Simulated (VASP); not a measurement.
# ZrB2 (P6/mmm) in VASP: a series of runs

ZrB2 is run at these levels: LDA; tasks: single point, relaxation of cell and atoms.

Program: VASP 6.6.1. These are calculated values, not measurements. Logs are shortened: lines on timing, memory, paths and dates and some standing lists are left out, and cuts for length are marked.

## (1) The cell of the first run

Symmetry: P6/mmm, No. 191, hexagonal system. The conventional cell has a = 3.145 Å, b = 3.145 Å, c = 3.496 Å, α = 90.00°, β = 90.00°, γ = 120.00°. Zr (site symmetry 6/mmm) has 12 B at 2.52 Å and 6 Zr at 3.15 Å within 3.3 Å. B (site symmetry -6m2) has 3 B at 1.82 Å within 2.4 Å.

## (2) Single point, LDA

Contents of INCAR:

```
ALGO     = Normal         # electronic algorithm
EDIFF    = 1E-6           # SCF threshold, eV
ENCUT    = 500            # plane-wave cutoff, eV
GGA      = CA             # functional
GGA_COMPAT= False        
ISIF     = 2              # what is computed and relaxed
ISMEAR   = 1              # smearing method
LASPH    = True           # aspherical terms in the spheres
LCHARG   = True           # write CHGCAR
LELF     = True           # ELF
LREAL    = False          # projectors in reciprocal space
LVHAR    = True         
LWAVE    = False          # write WAVECAR
NBANDS   = 16             # bands
NELM     = 120            # most SCF steps
PREC     = Accurate       # precision mode
SIGMA    = 0.05           # smearing width, eV
```

Contents of KPOINTS:

```
k-points
0
Gamma
  9 9 7
```

Contents of POSCAR:

```
ZrB2
1.0
    3.1454653900      0.0000000000      0.0000000000
   -1.5727326950      2.7240529344      0.0000000000
    0.0000000000      0.0000000000      3.4958658422
Zr B
1 2
Direct
    0.0000000000      0.0000000000      0.0000000000
    0.3333333333      0.6666666667      0.5000000000
    0.6666666667      0.3333333333      0.5000000000
```

Potentials or basis: VASP PAW LDA potentials, release 64 (Zr_sv, B).

The run is started by

```sh
> cat potpaw_LDA.64/Zr_sv/POTCAR potpaw_LDA.64/B/POTCAR > POTCAR
> mpirun -np 1 vasp_std > vasp.out
```

OUTCAR:

```text
EDIFF = 1E-6
   ENCUT = 500
   GGA = CA
   ISIF = 2
   ISMEAR = 1
   LASPH = True
   LREAL = False
   NELM = 120
   PREC = Accurate

 ion  position               nearest neighbor table
   1  0.000  0.000  0.000-   2 2.52   3 2.52   2 2.52   3 2.52   2 2.52   2 2.52   3 2.52   3 2.52
                             3 2.52   3 2.52   2 2.52   2 2.52
   2  0.333  0.667  0.500-   3 1.82   3 1.82   3 1.82   1 2.52   1 2.52   1 2.52   1 2.52   1 2.52
                             1 2.52
   3  0.667  0.333  0.500-   2 1.82   2 1.82   2 1.82   1 2.52   1 2.52   1 2.52   1 2.52   1 2.52
                             1 2.52

  LATTYP: Found a hexagonal cell.
 ALAT       =     3.1454653900
 C/A-ratio  =     1.1113986036

  Lattice vectors:

 A1 = (   3.1454653900,   0.0000000000,   0.0000000000)
 A2 = (  -1.5727326950,   2.7240529344,   0.0000000000)
 A3 = (   0.0000000000,   0.0000000000,   3.4958658422)

Analysis of symmetry for initial positions (statically):
=====================================================================
 Subroutine PRICEL returns:
 Original cell was already a primitive cell.

 Routine SETGRP: Setting up the symmetry group for a
 hexagonal supercell.

 Subroutine GETGRP returns: Found 24 space group operations
 (whereof 24 operations were pure point group operations)
 out of a pool of 24 trial point group operations.

The static configuration has the point symmetry D_6h.

Analysis of symmetry for dynamics (positions and initial velocities):
=====================================================================
 Subroutine PRICEL returns:
 Original cell was already a primitive cell.

 Routine SETGRP: Setting up the symmetry group for a
 hexagonal supercell.

 Subroutine GETGRP returns: Found 24 space group operations
 (whereof 24 operations were pure point group operations)
 out of a pool of 24 trial point group operations.

The dynamic configuration has the point symmetry D_6h.

 Subroutine INISYM returns: Found 24 space group operations
 (whereof 24 operations are pure point group operations),
 and found     1 'primitive' translations

----------------------------------------------------------------------------------------

                                     Primitive cell

  volume of cell :      29.9540

  direct lattice vectors                    reciprocal lattice vectors
[... 84 lines left out ...]
   LNONCOLLINEAR =      F non collinear calculations
   LSORBIT =      F    spin-orbit coupling
   LASPH  =      T    aspherical Exc in radial PAW
   ENCUT  =  500.0 eV  36.75 Ry    6.06 a.u.   5.73  5.73  6.37*2*pi/ulx,y,z
   NELM   =    120;   NELMIN=  2; NELMDL= -5     # of ELM steps
   EDIFF  = 0.1E-05   stopping-criterion for ELM
   LREAL  =      F    real-space projection
   EDIFFG = 0.1E-04   stopping-criterion for IOM
   NSW    =      0    number of steps for IOM
   IBRION =     -1    ionic relax: 0-MD 1-quasi-New 2-CG
   NFREE  =      0    steps in history (QN), initial steepest desc. (CG)
   ISIF   =      2    stress and relaxation
   ISYM   =      2    0-nonsym 1-usesym 2-fastsym
   POTIM  = 0.5000    time-step for ionic-motion
   TEBEG  =    0.0;   TEEND  =   0.0 temperature during run
   PSTRESS=    0.0 pullay stress
   NELECT =      18.0000    total number of electrons
   NUPDOWN=      -1.0000    fix difference up-down
   EMIN   =  10.00;   EMAX   =-10.00  energy-range for DOS
   EFERMI =   0.00;   METHOD = LEGACY
   ISMEAR =     1;   SIGMA  =   0.05  broadening in eV -4-tet -1-fermi 0-gaus
   EFERMI_NEDOS =   21; number of points for ismear=-14 and -15
   IALGO  =     38    algorithm
   IMIX   =      4    mixing-type and parameters
     AMIX     =   0.40;   BMIX     =  1.00
     AMIX_MAG =   1.60;   BMIX_MAG =  1.00
  volume/ion in A,a.u.               =       9.98        67.38
  Fermi-wavevector in a.u.,A,eV,Ry     =   1.381488  2.610635 25.966860  1.908510
  Thomas-Fermi vector in A             =   2.506268
   LORBIT       =      0    0 simple, 1 ext, 2 COOP (PROOUT), +10 PAW based schemes
   GGA     = CA    functional components
   LHFCALC =     F    Hartree Fock is set to
   AEXX    =    0.0000 exact exchange contribution
   IVDW    =     0    specifies the selected vdW correction
   LEPSILON=     F    determine dielectric tensor
   LRPA    =     F    only Hartree local field effects (RPA)
 non-spin polarized calculation
 Methfessel and Paxton  Order N= 1 SIGMA  =   0.05
  energy-cutoff  :      500.00
  volume of cell :       29.95
 maximum number of plane-waves:       769
 NGX is ok and might be reduce to    24
   NGX = 11   NGY = 11   NGZ = 13

 number of electron      18.0000000 magnetization

 Free energy of the ion-electron system (eV)
  ---------------------------------------------------
  ext. energy  EPLUGINS =         0.00000000
  ---------------------------------------------------
  free energy    TOTEN  =       -27.46943326 eV

  energy without entropy =      -27.46929557  energy(sigma->0) =      -27.46938736

 E-fermi :  10.7405     XC(G=0): -12.7083

 val. band max:       10.7144892815   @ k =   0.2222   0.2222   0.0000
 cond. band min:      10.8831418564   @ k =   0.3333   0.2222   0.0000
 fundamental gap:      0.1686525749
 Fermi energy:        10.7404632610

 k-point     1 :       0.0000    0.0000    0.0000
  band No.  band energies     occupation
      1     -37.4957      2.00000
      2     -15.8580      2.00000
      3     -15.2516      2.00000
      4     -15.2516      2.00000
      5      -1.9226      2.00000
      6       8.0598      2.00000
[... 433 lines left out ...]
      3     -15.9644      2.00000
      4     -15.7028      2.00000
      5       2.8704      2.00000
      6       2.8704      2.00000
[... 8 lines left out ...]
     15      21.3487      0.00000
     16      22.4337      0.00000

 [... further k-points ...]
[... 5 lines left out ...]
  --------------------------------------------------------------------------------------
  -------------------------------------------------------------------------------------
  Total       -0.3957711     -0.3957711     -0.3506177      0.0000000      0.0000000      0.0000000
  in kB      -21.1689539    -21.1689539    -18.7537980      0.0000000      0.0000000      0.0000000
  external PRESSURE =     -20.3639019 kB  Pullay stress =       0.0000000 kB

 VOLUME and BASIS-vectors are now :
 -----------------------------------------------------------------------------
  energy-cutoff  :      500.00
  volume of cell :       29.95
      direct lattice vectors                 reciprocal lattice vectors
     3.145465390  0.000000000  0.000000000     0.317917979  0.183550031  0.000000000
    -1.572732695  2.724052934  0.000000000     0.000000000  0.367100062  0.000000000
     0.000000000  0.000000000  3.495865842     0.000000000  0.000000000  0.286052167

 POSITION                                       TOTAL-FORCE (eV/Angst)
 -----------------------------------------------------------------------------------
      0.00000      0.00000      0.00000         0.000000      0.000000      0.000000
     -0.00000      1.81604      1.74793         0.000000      0.000000      0.000000
      1.57273      0.90802      1.74793        -0.000000     -0.000000      0.000000
 -----------------------------------------------------------------------------------
    total drift:                               -0.000000      0.000000     -0.000000

  FREE ENERGIE OF THE ION-ELECTRON SYSTEM (eV)
  ---------------------------------------------------
  free  energy   TOTEN  =       -27.4694332598 eV

  energy  without entropy=      -27.4692955681  energy(sigma->0) =      -27.46938736
```

stdout:

```text
POSCAR found type information on POSCAR ZrB
 POSCAR found :  2 types and       3 ions
 scaLAPACK will be used
 LDA part: xc-table for (Slater(with rela. corr.)+CA(PZ))
 , standard interpolation
 POSCAR, INCAR and KPOINTS ok, starting setup
 FFT: planning ... GRIDC
 FFT: planning ... GRID_SOFT
 FFT: planning ... GRID
 WAVECAR not read
 entering main loop
```

It took 8.3 s on 1 thread of Intel Xeon 6975P-C (Granite Rapids), shared host; peak memory 0.13 GiB.

What came out:

```
Free energy            : -27.4694 eV
Pressure               : -2.0 GPa
Band gap on the k mesh : zero (band 9 reaches 11.22 eV, above the bottom of band 10 at 10.71 eV)
```

Levels at points of the mesh, in eV from the Fermi level:
| k point | band 6 | band 7 | band 8 | band 9 | band 10 | band 11 | band 12 | band 13 |
| --- | --- | --- | --- | --- | --- | --- | --- | --- |
| (0.00, 0.00, 0.00) | -2.68 | -2.68 | -2.63 | -2.24 | 3.51 | 3.51 | 4.32 | 4.32 |

[end of part 1 of 2]
